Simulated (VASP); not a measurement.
A run of VASP 6.6.1:

INCAR

```
PREC = Accurate
ENCUT = 520
EDIFF = 1E-6
ISMEAR = 0
SIGMA = 0.05
LREAL = Auto
LASPH = True
NELM = 100
ALGO = Normal
ISIF = 2
LWAVE = False
LCHARG = True
LDIPOL = True
IDIPOL = 3
DIPOL = 0.5 0.5 0.451
GGA = PE
IVDW = 12
LELF = True
LVHAR = True
LVACPOTAV = True
NBANDS = 96
```

File KPOINTS:

```
regular mesh
0
Gamma
  2 2 1
```

File POSCAR:

```
Si24H11NF4
1.0
    7.6671877214      0.0000000000      0.0000000000
    0.0000000000      7.6671877214      0.0000000000
    0.0000000000      0.0000000000     27.5054849256
Si H F N
24 11 4 1
Direct
    0.5000000000      0.2500000000      0.3210772110
    0.5000000000      0.7500000000      0.3210772110
    0.0000000000      0.2500000000      0.3210772110
    0.0000000000      0.7500000000      0.3210772110
    0.5000000000      0.5000000000      0.3703539321
    0.5000000000      0.0000000000      0.3703539321
    0.0000000000      0.5000000000      0.3703539321
    0.0000000000      0.0000000000      0.3703539321
    0.7500000000      0.5000000000      0.4196306531
    0.7500000000      0.0000000000      0.4196306531
    0.2500000000      0.5000000000      0.4196306531
    0.2500000000      0.0000000000      0.4196306531
    0.7499769802      0.7499181762      0.4662336455
    0.7499885974      0.2500797279      0.4675007455
    0.2500504142      0.7498266379      0.4701856340
    0.2500265630      0.2501147574      0.4712556554
   -0.0068926567      0.7477758032      0.5174300854
   -0.0068161285      0.2497096374      0.5196065939
    0.5069417344      0.7478042402      0.5174554655
    0.5068311416      0.2497272481      0.5196138909
    0.9088986326     -0.0040086351      0.5613018890
    0.9086590263      0.5012483382      0.5625224346
    0.5910065747     -0.0039351464      0.5613589684
    0.5912155020      0.5012242612      0.5625726251
    0.3513173880      0.2498900867      0.2870125917
    0.3511183352      0.7500724776      0.2870881870
    0.8499906808      0.2498711171      0.2875060790
    0.8499091166      0.7501172833      0.2875455859
    0.6499867835      0.2498622599      0.2874994110
    0.6499269140      0.7501217560      0.2874840816
    0.1486423478      0.2499202548      0.2869956240
    0.1486928293      0.7500677834      0.2870145478
    0.7587781519      0.3838305695      0.6626030006
    0.6342929418      0.2105093430      0.6562359982
    0.8481719517      0.1904973675      0.6557718092
    0.9860994263     -0.0157981352      0.6166022548
    0.9946590592      0.5206842648      0.6164522419
    0.5135544616     -0.0159415019      0.6165856549
    0.5046746944      0.5211257327      0.6164070594
    0.7471610520      0.2677888601      0.6447972035
```

Potentials or basis: VASP PAW PBE potentials, release 64 (Si, H, F, N).

Command:

```bash
$ cat potpaw_PBE.64/Si/POTCAR potpaw_PBE.64/H/POTCAR potpaw_PBE.64/F/POTCAR potpaw_PBE.64/N/POTCAR > POTCAR
$ mpirun -np 1 vasp_std > vasp.out
```

Hardware: 1 thread of Intel Xeon 8259CL, with other jobs on the host.

How long does it take, and how much memory?

Wall time 58 min on 1 thread of Intel Xeon 8259CL, on a shared host, peak memory 1.6 GiB. Counts: scf iterations 30, k points 4.
